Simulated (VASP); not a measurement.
Write the native input for VASP 6.6.1 that does the following.

```yaml
Task: single point
Functional: PBEsol
Potentials_or_basis: VASP PAW PBE potentials, release 64 (Hf_pv)
Cutoff: 520 eV
k_mesh: 18 × 18 × 18
Occupations: gaussian, width 0.15 eV
Spin: no spin polarisation
Dipole_correction: no
Further_INCAR_settings: ALGO = Normal; EDIFF = 1e-07; NBANDS = 11
```

The structure of Hf lies in POSCAR:

```
Hf
1.0
   -1.8320750000      1.8320750000      1.8320750000
    1.8320750000     -1.8320750000      1.8320750000
    1.8320750000      1.8320750000     -1.8320750000
Hf
1
Direct
    0.0000000000      0.0000000000      0.0000000000
```

This isn't the form of Hf at room conditions, which is hcp.

This cell differs from its parent crystal: strain +0.015 along x and y, +0.015 along z.

The input as run:

INCAR

```
SYSTEM = Hf
PREC     = Accurate       ! precision mode
ENCUT    = 520            ! plane-wave cutoff, eV
EDIFF    = 1E-7           ! SCF threshold, eV
ISMEAR   = 0              ! smearing method
SIGMA    = 0.15           ! smearing width, eV
LREAL    = .FALSE.        ! projectors in reciprocal space
LASPH    = .TRUE.         ! aspherical terms in the spheres
NELM     = 60             ! most SCF steps
ALGO     = Normal         ! electronic algorithm
ISIF     = 2              ! what is computed and relaxed
LWAVE    = .FALSE.        ! write WAVECAR
LCHARG   = .FALSE.        ! write CHGCAR
GGA      = PS             ! functional
NBANDS   = 11             ! bands
```

KPOINTS

```
regular mesh
0
G
  18 18 18
  0 0 0
```

Potentials or basis: VASP PAW PBE potentials, release 64 (Hf_pv).

The run is started by

```sh
$ cat potpaw_PBE.64/Hf_pv/POTCAR > POTCAR
$ mpirun -np 1 vasp_std > vasp.out
```

Results of the run:

* Pressure: -12.4 GPa
* Band gap on the k mesh: zero (bands 5 and 6 overlap by 2.10 eV)

Caveat: the cell differs from its parent crystal (strain +0.015 along x and y, +0.015 along z); the cell stands under tension; the PAW data sets were made with another functional, which shifts forces and pressure a little; spin-orbit coupling is left out, which moves the levels of the heavy elements.

Run time: 78 s on 1 thread of Intel Xeon 8259CL (shared host), peak memory 0.18 GiB.
